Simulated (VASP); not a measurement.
A run of VASP 6.6.1 is set up as follows.

The input INCAR:

```
  ALGO = Normal
  EDIFF = 1E-7
  EDIFFG = -0.01
  ENCUT = 600
  GGA = PE
  IBRION = 2
  ISIF = 3
  ISMEAR = 0
  LASPH = T
  LCHARG = F
  LREAL = F
  LWAVE = F
  NELM = 60
  NSW = 65
  PREC = Accurate
  SIGMA = 0.02
```

Contents of KPOINTS:

```
k-points
0
Gamma
  12 12 2
```

POSCAR

```
SiC
1.0
    3.0919380094      0.0000000000      0.0000000000
   -1.5459690047      2.6776968630      0.0000000000
    0.0000000000      0.0000000000     17.7600157161
Si C
7 7
Direct
    0.0000000000      0.0000000000      0.0000000000
    0.3333333333      0.6666666667      0.1428571429
    0.6666666667      0.3333333333      0.2857142857
    0.3333333333      0.6666666667      0.4285714286
    0.6666666667      0.3333333333      0.5714285714
    0.0000000000      0.0000000000      0.7142857143
    0.3333333333      0.6666666667      0.8571428571
    0.0000000000      0.0000000000      0.1071428571
    0.3333333333      0.6666666667      0.2500000000
    0.6666666667      0.3333333333      0.3928571429
    0.3333333333      0.6666666667      0.5357142857
    0.6666666667      0.3333333333      0.6785714286
    0.0000000000      0.0000000000      0.8214285714
    0.3333333333      0.6666666667      0.9642857143
```

Potentials or basis: VASP PAW PBE potentials, release 64 (Si, C).

Launch:

```sh
$ cat potpaw_PBE.64/Si/POTCAR potpaw_PBE.64/C/POTCAR > POTCAR
$ mpirun -np 1 vasp_std > vasp.out
```

Q: Estimate the band gap on the k mesh.

A: 1.99 eV (least direct gap 3.21 eV).

Q: Estimate the relaxed cell.

A: a = 3.093 Å, b = 3.093 Å, c = 17.728 Å, α = 90.00°, β = 90.00°, γ = 120.00°.

Step by step:
```tsv
step	energy change (eV)	largest force (eV/Å)	pressure (GPa)	volume (Å³)
1	0.0000	0.1080	-0.25	147.04
2	-0.0012	0.0622	0.25	146.69
3	-0.0014	0.0514	0.12	146.78
4	-0.0016	0.0341	-0.03	146.89
5	-0.0016	0.0247	0.01	146.86
6	-0.0016	0.0071	-0.02	146.88
```

A k mesh can miss the band edges.
